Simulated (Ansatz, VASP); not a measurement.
Two plane-wave programs on Pd

INCAR

```
SYSTEM = Pd
PREC = Accurate
ENCUT = 520
EDIFF = 1E-7
ISMEAR = -1
SIGMA = 0.05
LREAL = .FALSE.
LASPH = .TRUE.
NELM = 150
ALGO = Normal
ISIF = 2
LWAVE = .FALSE.
LCHARG = .TRUE.
ISPIN = 2
MAGMOM = 0.5 -0.5
LORBIT = 11
LMAXMIX = 4
GGA = CA
LELF = .TRUE.
LVHAR = .TRUE.
NBANDS = 21
```

File KPOINTS:

```
regular mesh
0
G
  12 12 12
  0 0 0
```

The input POSCAR:

```
Pd
1.0
    3.1713966926      0.0000000000      0.0000000000
    0.0000000000      3.1713966926      0.0000000000
    0.0000000000      0.0000000000      3.1713966926
Pd
2
Direct
    0.0000000000      0.0000000000      0.0000000000
    0.5000000000      0.5000000000      0.5000000000
```

Input for Ansatz:

```yaml
crystal:
  lattice:
    - [3.1713966926, 0.0, 0.0]
    - [0.0, 3.1713966926, 0.0]
    - [0.0, 0.0, 3.1713966926]
  atoms:
    - { symbol: Pd, position: [0.0, 0.0, 0.0], spin: 0.5 }
    - { symbol: Pd, position: [0.5, 0.5, 0.5], spin: -0.5 }
hamiltonian:
  xc: lda
  pseudopotentials:
    kind: paw
    azcp:
      Pd: "pseudopotentials/Pd.paw.azcp"
basis:
  ecutwfc: 420
  fft_grid_basis: typed
kpoints:
  mp_grid: { grid: [12, 12, 12], shift: [0, 0, 0] }
magnetization:
  spin_polarized: true
scf:
  occupations: { method: fermi_dirac, width: 0.05 }
  lower_state_search: "off"
output:
  stress: true
```

Alike in both runs: task single point; functional LDA; k mesh 12 × 12 × 12; occupations fermi-dirac, width 0.05 eV; collinear spin.

|  | VASP | Ansatz |
| --- | --- | --- |
| version | VASP 6.6.1 | Ansatz 0.2.0 |
| potentials or method | VASP PAW LDA potentials, release 64 (Pd), cutoff 520 eV | plane waves (420 eV) with PAW, scalar-relativistic |
| valence electrons in the cell | 20 | 36 |

|  | VASP | Ansatz | Ansatz less VASP |
| --- | --- | --- | --- |
| pressure (GPa) | -18.1 | -18.3 | -0.21 |
| net moment per atom (μB) | 0.00 | 0.00 | 0.000 |

Ansatz warns that its potentials were made for another functional, while VASP's fit it. LDA's correlation is that of Perdew and Zunger in VASP and of Perdew and Wang (1992) in Ansatz. VASP's potentials hold 20 valence electrons a cell and Ansatz's 36, so a difference there can come from the potentials and not from the codes. Ansatz's warnings: seeded moment not kept.
